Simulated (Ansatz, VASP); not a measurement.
## ZnO in VASP and in Ansatz

```xyz
2
Lattice="1.4332 -3.5271 0.0000 1.4332 3.5271 0.0000 0.0000 0.0000 2.8385" Properties=species:S:1:pos:R:3 pbc="T T T"
Zn    0.0000    0.0000    0.0000
O     1.4332    0.0000    1.4192
```

Alike in both runs: task relaxation of cell and atoms; functional PBEsol; dispersion D3(BJ); k mesh 10 × 10 × 9; occupations fermi-dirac, width 0.05 eV; no spin polarisation.

|  | VASP | Ansatz |
| --- | --- | --- |
| version | VASP 6.6.1 | Ansatz 0.2.0 |
| potentials or method | VASP PAW PBE potentials, release 64 (Zn, O) | Ansatz PAW |
| plane-wave cutoff (eV) | 600 | 420 |
| valence electrons in the cell | 18 | 18 |

VASP gave:

* gap on the k mesh at the Fermi level, each at its own relaxed structure (eV): none
* relaxed volume (Å³/atom): 11.02
* relaxed cell length with the largest relative difference (Å): 3.111

Estimate Ansatz's values.

gap on the k mesh at the Fermi level, each at its own relaxed structure (eV): none; relaxed volume (Å³/atom): 11.05; relaxed cell length with the largest relative difference (Å): 3.130.

VASP's potentials were made for PBE, not for PBEsol. A gap of «none» marks a metal or a gap that the smearing closes.

Noted on VASP's run: the volume moved by over 15 % at a fixed basis, so the end points are rough. Noted on Ansatz's run: the volume moved by over 15 % at a fixed basis, so the end points are rough; the plane-wave basis is chosen anew once the cell has moved, so the energies of steps on either side of that aren't comparable.
